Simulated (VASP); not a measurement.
Runs of VASP 6.6.1 on MoS2. The structure is that of space group P-3m1 (No. 164), or close to it. The cells are those of the table. 

```tsv
cell	gap on the mesh (eV)	pressure (GPa)	largest force (eV/Å)
a = 3.200, b = 3.200, c = 6.259 Å, angles 90.0, 90.0, 120.0°, 3 atoms	none	0.0	(c)
a = 3.280, b = 3.280, c = 6.416 Å, angles 90.0, 90.0, 120.0°, 3 atoms	none	-8.9	0.71
a = 3.332, b = 3.332, c = 6.516 Å, angles 90.0, 90.0, 120.0°, 3 atoms	none	-13.1	1.30
a = 3.145, b = 3.145, c = 6.151 Å, angles 90.0, 90.0, 120.0°, 3 atoms	none	8.4	1.40
a = 3.254, b = 3.254, c = 6.365 Å, angles 90.0, 90.0, 120.0°, 3 atoms	none	-6.3	(b)
a = 3.306, b = 3.306, c = 6.466 Å, angles 90.0, 90.0, 120.0°, 3 atoms	none	-11.1	1.02
a = 3.116, b = 3.116, c = 6.095 Å, angles 90.0, 90.0, 120.0°, 3 atoms	none	13.5	(a)
a = 3.173, b = 3.173, c = 6.205 Å, angles 90.0, 90.0, 120.0°, 3 atoms	none	3.9	0.89
a = 3.227, b = 3.227, c = 6.312 Å, angles 90.0, 90.0, 120.0°, 3 atoms	none	-3.4	0.02
```

Alike in all rows: task single point; level PBEsol; potentials or basis VASP PAW PBE potentials, release 64 (Mo_sv, S); no spin polarisation; k mesh 10 × 10 × 5; cutoff (eV) 520; smearing methfessel-paxton 0.15 eV.

Problem. Fill in the values left out.

Solution. (a) 1.95; (b) 0.36; (c) 0.43.

Caveats: the PAW data sets were made with another functional, which shifts forces and pressure a little; this functional lacks dispersion, which binds the layers, so the pressure and a relaxed spacing across them are unreliable.

A k mesh can miss the band edges, and the runs leave out spin-orbit coupling on Mo.

A gap of «none» marks levels without a gap at the run's occupations.
